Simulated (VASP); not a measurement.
Input of a VASP 6.6.1 run:

File INCAR:

```
PREC = Accurate ; ENCUT = 520
EDIFF = 1E-7 ; ISMEAR = -1
SIGMA = 0.02 ; LREAL = False
LASPH = True ; NELM = 100
ALGO = Normal ; ISIF = 2
LWAVE = False ; LCHARG = True
GGA = PE ; LELF = True
LVHAR = True ; NBANDS = 30
```

The input KPOINTS:

```
regular mesh
0
Gamma
  4 4 4
```

The input POSCAR:

```
CsPbBr3
1.0
    6.0618205459      0.0000000000      0.0000000000
    0.0000000000      6.0618205459      0.0000000000
    0.0000000000      0.0000000000      6.0618205459
Cs Pb Br
1 1 3
Direct
    0.0000000000      0.0000000000      0.0000000000
    0.5000000000      0.5000000000      0.5000000000
    0.5000000000      0.5000000000      0.0000000000
    0.5000000000      0.0000000000      0.5000000000
    0.0000000000      0.5000000000      0.5000000000
```

Potentials or basis: VASP PAW PBE potentials, release 64 (Cs_sv, Pb_d, Br).

Launch:

```console
$ cat potpaw_PBE.64/Cs_sv/POTCAR potpaw_PBE.64/Pb_d/POTCAR potpaw_PBE.64/Br/POTCAR > POTCAR
$ mpirun -np 1 vasp_std > vasp.out
```

Q: What does it give for the band gap on the k mesh?

A: 1.87 eV.

Q: Predict the pressure.

A: -0.5 GPa.

Caveat: the cell differs from its parent crystal (strain +2.0%); spin-orbit coupling is left out, which moves the levels of the heavy elements. A k mesh can miss the band edges.
